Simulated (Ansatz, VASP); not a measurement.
# CuF in VASP and in Ansatz

File INCAR:

```
SYSTEM = CuF
ALGO = Normal
EDIFF = 1E-6
ENCUT = 520
GGA = PE
ISIF = 2
ISMEAR = -1
IVDW = 13
LASPH = .True.
LCHARG = .False.
LREAL = .False.
LWAVE = .False.
NBANDS = 26
NELM = 100
PREC = Accurate
SIGMA = 0.02
```

Contents of KPOINTS:

```
k-points
0
Gamma
  9 9 4
  0 0 0
```

The input POSCAR:

```
CuF
1.0
    2.7625361970      0.0000000000      0.0000000000
   -1.3812680985      2.3924265254      0.0000000000
    0.0000000000      0.0000000000      6.4019833364
Cu F
2 2
Direct
    0.0000000000      0.0000000000      0.0000000000
    0.0000000000      0.0000000000      0.5000000000
    0.3333333333      0.6666666667      0.2500000000
    0.6666666667      0.3333333333      0.7500000000
```

Input for Ansatz:

```yaml
crystal:
  lattice:
    - [2.762536197, 0.0, 0.0]
    - [-1.3812680985, 2.3924265254, 0.0]
    - [0.0, 0.0, 6.4019833364]
  atoms:
    - { symbol: Cu, position: [0.0, 0.0, 0.0] }
    - { symbol: Cu, position: [0.0, 0.0, 0.5] }
    - { symbol: F, position: [0.3333333333, 0.6666666667, 0.25] }
    - { symbol: F, position: [0.6666666667, 0.3333333333, 0.75] }
kpoints:
  mp_grid: { grid: [9, 9, 4] }
hamiltonian:
  xc: pbe
  dispersion: d4
scf:
  occupations: { method: fermi_dirac, width: 0.02 }
  n_extra_bands: 5
output:
  forces: true
  stress: true
  eigenvalues: true
```

Alike in both runs: task single point; functional PBE; dispersion D4; k mesh 9 × 9 × 4; occupations fermi-dirac, width 0.02 eV; no spin polarisation.

|  | VASP | Ansatz |
| --- | --- | --- |
| version | VASP 6.6.1 | Ansatz 0.2.0 |
| potentials or method | VASP PAW PBE potentials, release 64 (Cu, F) | plane waves |
| plane-wave cutoff (eV) | 520 | 420 |
| valence electrons in the cell | 36 | 52 |

|  | VASP | Ansatz | Ansatz less VASP |
| --- | --- | --- | --- |
| pressure (GPa) | 3.0 | 3.1 | +0.09 |
| traceless stress, the component that is largest in VASP (GPa) | 2.07 | 2.07 | -0.003 |

VASP's potentials hold 36 valence electrons a cell and Ansatz's 52, so a difference there can come from the potentials and not from the codes.
